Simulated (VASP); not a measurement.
# AlN (Pm) in VASP: a series of runs, part 3 of 3

VASP 6.6.1. Earlier steps stand in the parts before.

### 4 Single point, LDA (atom 1 (Al) moved by -0.372 Å along [1 0 0] and +0.372 Å along [1 2 0])

Contents of INCAR:

```
SYSTEM = AlN
PREC     = Accurate       ! precision mode
ENCUT    = 520            ! plane-wave cutoff, eV
EDIFF    = 1E-6           ! SCF threshold, eV
ISMEAR   = 0              ! smearing method
SIGMA    = 0.05           ! smearing width, eV
LREAL    = .FALSE.        ! projectors in reciprocal space
LASPH    = .TRUE.         ! aspherical terms in the spheres
NELM     = 100            ! most SCF steps
ALGO     = Normal         ! electronic algorithm
ISIF     = 2              ! what is computed and relaxed
LWAVE    = .FALSE.        ! write WAVECAR
LCHARG   = .TRUE.         ! write CHGCAR
GGA      = CA             ! functional
LELF     = .TRUE.         ! ELF
LVHAR    = .TRUE.       
NBANDS   = 26             ! bands
```

Contents of KPOINTS:

```
regular mesh
0
G
  8 6 4
  0 0 0
```

Contents of POSCAR:

```
AlN
1.0
   -1.6378403119      2.8368226349      0.0000000000
    0.0000000000      0.0000000000      4.1006264518
    4.9135209358      2.8368226349      0.0000000000
Al N
4 4
Direct
    0.6551315615      0.7500000000      0.1426677306
    1.0000000000      0.7500000000      0.6666666667
    0.0000000000      0.2500000000      0.3333333333
    0.5000000000      0.2500000000      0.8333333333
    0.5000000000      0.2500000000      0.1666666667
    1.0000000000      0.2500000000      0.6666666667
    0.0000000000      0.7500000000      0.3333333333
    0.5000000000      0.7500000000      0.8333333333
```

Started as:

```console
> cat potpaw_LDA.64/Al/POTCAR potpaw_LDA.64/N/POTCAR > POTCAR
> mpirun -np 1 vasp_std > vasp.out
```

It took 73 s on 1 thread of AMD EPYC 9R45 (Zen 5), shared host; peak memory 0.19 GiB.

Results (log left out):

* Free energy: -62.8327 eV
* Pressure: 9.9 GPa
* Largest force: 9.714 eV/Å
* Band gap on the k mesh: 2.94 eV

Forces in eV/Å, atoms in the order of the input:
```
Al   1.316 -9.624  0.000
Al  -1.072 -0.331  0.000
Al  -0.201  0.932  0.000
Al   0.194 -0.325  0.000
N   -1.177  0.724  0.000
N    0.187  0.158  0.000
N    1.527  8.344  0.000
N   -0.774  0.123  0.000
```

Stress tensor (GPa, compression positive):
```
 1.76 10.05  0.00
10.05 26.75  0.00
 0.00  0.00  1.06
```

Levels at points of the mesh, in eV from the valence-band top:
```tsv
k point	band 14	band 15	band 16	band 17	band 18	band 19
(0.00, 0.00, 0.00)	-1.64	-0.95	0.00	2.94	3.88	4.42
(0.50, 0.00, 0.00)	-2.41	-2.31	-2.01	4.94	5.09	6.02
(0.00, 0.50, 0.00)	-1.91	-1.87	-1.54	4.40	4.84	5.81
(0.50, 0.50, 0.00)	-1.22	-1.04	-0.65	5.19	5.65	6.48
(0.00, 0.00, 0.50)	-1.40	-0.98	-0.88	3.92	4.97	5.90
(0.50, 0.00, 0.50)	-2.62	-1.69	-1.19	3.40	4.08	6.43
(0.00, 0.50, 0.50)	-1.94	-1.90	-1.55	4.25	4.92	5.40
(0.50, 0.50, 0.50)	-1.98	-1.80	-1.32	4.40	4.66	5.36
```

Caveat: the cell differs from its parent crystal (atom 1 (Al) moved by -0.372 Å along [1 0 0] and +0.372 Å along [1 2 0]); the cell stands under pressure; forces of over 1 eV/Å act on the atoms, so gaps and moduli don't describe the material at rest. A k mesh can miss the band edges.

### 5 Single point, LDA (atom 1 (Al) moved by -0.620 Å along [1 0 0] and -0.124 Å along [1 2 0])

Contents of INCAR:

```
SYSTEM = AlN
PREC = Accurate
ENCUT = 520
EDIFF = 1E-6
ISMEAR = 0
SIGMA = 0.05
LREAL = .FALSE.
LASPH = .TRUE.
NELM = 100
ALGO = Normal
ISIF = 2
LWAVE = .FALSE.
LCHARG = .TRUE.
LELF = .TRUE.
LVHAR = .TRUE.
NBANDS = 26
```

Contents of KPOINTS:

```
Automatic mesh
0
G
  8 6 4
  0 0 0
```

Edit POSCAR of step 4 so:

```diff
@@ -8,3 +8,3 @@
 Direct
-    0.6551315615      0.7500000000      0.1426677306
+    0.5618536644      0.7500000000      0.0611021272
     1.0000000000      0.7500000000      0.6666666667
```

Started as:

```console
> cat potpaw_LDA.64/Al/POTCAR potpaw_LDA.64/N/POTCAR > POTCAR
> mpirun -np 1 vasp_std > vasp.out
```

It took 69 s on 1 thread of AMD EPYC 9R45 (Zen 5), shared host; peak memory 0.19 GiB.

Results (log left out):

* Free energy: -56.4073 eV
* Pressure: 30.6 GPa
* Largest force: 42.439 eV/Å
* Band gap on the k mesh: 1.43 eV (least direct gap 1.49 eV)

Forces on the atoms (eV/Å):
```
Al   34.288  25.008   0.000
Al   -3.261  -1.606   0.000
Al   -0.784  -0.253   0.000
Al   -0.402  -0.697   0.000
N    -2.804  -0.998   0.000
N     1.288   0.755   0.000
N    -1.096  -0.854   0.000
N   -27.229 -21.355   0.000
```

Stress tensor (GPa, compression positive):
```
54.57 44.49  0.00
44.49 34.86  0.00
 0.00  0.00  2.33
```

Levels at points of the mesh, in eV from the valence-band top:
```
           k point  band 14  band 15  band 16  band 17  band 18  band 19
(0.00, 0.00, 0.00)    -2.35    -0.52    -0.07     1.43     3.06     4.17
(0.50, 0.00, 0.00)    -2.53    -2.46    -2.20     3.98     4.04     5.04
(0.00, 0.50, 0.00)    -2.01    -1.74    -0.70     2.50     4.11     4.99
(0.50, 0.50, 0.00)    -2.14    -0.82    -0.68     4.39     4.65     5.68
(0.00, 0.00, 0.50)    -2.97    -1.00     0.00     2.34     4.42     5.25
(0.50, 0.00, 0.50)    -2.81    -1.94    -1.64     2.47     3.44     5.13
(0.00, 0.50, 0.50)    -1.71    -1.66    -0.77     2.19     4.17     4.67
(0.50, 0.50, 0.50)    -2.70    -1.58    -1.07     3.56     3.74     4.68
```

Caveat: the cell differs from its parent crystal (atom 1 (Al) moved by -0.620 Å along [1 0 0] and -0.124 Å along [1 2 0]); atoms lie so close that the PAW spheres overlap strongly, which falsifies energies and pressures; the cell stands under pressure; forces of over 1 eV/Å act on the atoms, so gaps and moduli don't describe the material at rest.

### 6 Single point, LDA (atom 1 (Al) moved by +0.620 Å along [1 0 0] and +0.620 Å along [1 2 0])

Contents of INCAR:

```
ALGO     = Normal         # electronic algorithm
EDIFF    = 1E-6           # SCF threshold, eV
ENCUT    = 520            # plane-wave cutoff, eV
ISIF     = 2              # what is computed and relaxed
ISMEAR   = 0              # smearing method
LASPH    = T              # aspherical terms in the spheres
LCHARG   = F              # write CHGCAR
LREAL    = F              # projectors in reciprocal space
LWAVE    = F              # write WAVECAR
NBANDS   = 26             # bands
NELM     = 80             # most SCF steps
PREC     = Accurate       # precision mode
SIGMA    = 0.05           # smearing width, eV
```

Contents of KPOINTS:

```
k-points
0
Gamma
  8 6 4
```

Edit POSCAR of step 5 so:

```diff
@@ -8,3 +8,3 @@
 Direct
-    0.5618536644      0.7500000000      0.0611021272
+    0.5692789611      0.7500000000      0.3159420814
     1.0000000000      0.7500000000      0.6666666667
```

Potentials or basis: VASP PAW LDA potentials, release 64 (Al, N).

Started as:

```console
> cat potpaw_LDA.64/Al/POTCAR potpaw_LDA.64/N/POTCAR > POTCAR
> mpirun -np 1 vasp_std > vasp.out
```

Wall time 68 s (1 thread of AMD EPYC 9R45 (Zen 5), shared host); peak memory 0.19 GiB.

Results (log left out):

```yaml
Free_energy: -58.6965 eV
Pressure: 23.1 GPa
Largest_force: 22.551 eV/Å
Band_gap_on_the_k_mesh: 2.02 eV
```

Forces in eV/Å, atoms in the order of the input:
```
Al    5.165 -21.952   0.000
Al    2.994   2.454   0.000
Al   -1.596   0.217   0.000
Al    0.959   0.551   0.000
N     2.385   1.808   0.000
N    -0.996  -0.591   0.000
N    -7.077  18.481   0.000
N    -1.835  -0.969   0.000
```

Stress tensor (GPa, compression positive):
```
 10.23 -27.85   0.00
-27.85  56.26   0.00
  0.00   0.00   2.91
```

Levels at points of the mesh, in eV from the valence-band top:
| k point | band 14 | band 15 | band 16 | band 17 | band 18 | band 19 |
| --- | --- | --- | --- | --- | --- | --- |
| (0.00, 0.00, 0.00) | -1.19 | -0.94 | 0.00 | 2.02 | 4.13 | 4.56 |
| (0.50, 0.00, 0.00) | -2.28 | -2.27 | -1.53 | 3.28 | 3.92 | 6.46 |
| (0.00, 0.50, 0.00) | -1.96 | -1.88 | -1.35 | 3.81 | 4.49 | 5.76 |
| (0.50, 0.50, 0.00) | -1.05 | -0.79 | -0.58 | 3.64 | 4.21 | 6.72 |
| (0.00, 0.00, 0.50) | -1.33 | -0.87 | -0.74 | 3.62 | 5.35 | 6.04 |
| (0.50, 0.00, 0.50) | -2.78 | -1.74 | -0.90 | 2.09 | 4.35 | 4.81 |
| (0.00, 0.50, 0.50) | -2.03 | -1.54 | -0.97 | 3.54 | 4.35 | 5.82 |
| (0.50, 0.50, 0.50) | -1.58 | -1.38 | -1.38 | 2.64 | 3.51 | 5.47 |

Caveat: the cell differs from its parent crystal (atom 1 (Al) moved by +0.620 Å along [1 0 0] and +0.620 Å along [1 2 0]); the cell stands under pressure; forces of over 1 eV/Å act on the atoms, so gaps and moduli don't describe the material at rest. A k mesh can miss the band edges.

### 7 Summary

| cell | gap on the mesh (eV) | pressure (GPa) | largest force (eV/Å) |
| --- | --- | --- | --- |
| as given, atomic positions A | 2.95 | 5.9 | 7.34 |
| as given, atomic positions B | 2.90 | 6.7 | 9.41 |
| as given, atomic positions C | 2.94 | 9.9 | 9.71 |
| as given, atomic positions D | 1.43 | 30.6 | 42.44 |
| as given, atomic positions E | 2.02 | 23.1 | 22.55 |

Alike in all rows: task single point; level LDA; potentials or basis VASP PAW LDA potentials, release 64 (Al, N); no spin polarisation; k mesh 8 × 6 × 4; cutoff (eV) 520; smearing gaussian 0.05 eV.

Caveats: the cell stands under pressure; forces of over 1 eV/Å act on the atoms, so gaps and moduli don't describe the material at rest; atoms lie so close that the PAW spheres overlap strongly, which falsifies energies and pressures (at least some runs).

Absolute energies hang on the potentials; compare differences alone.
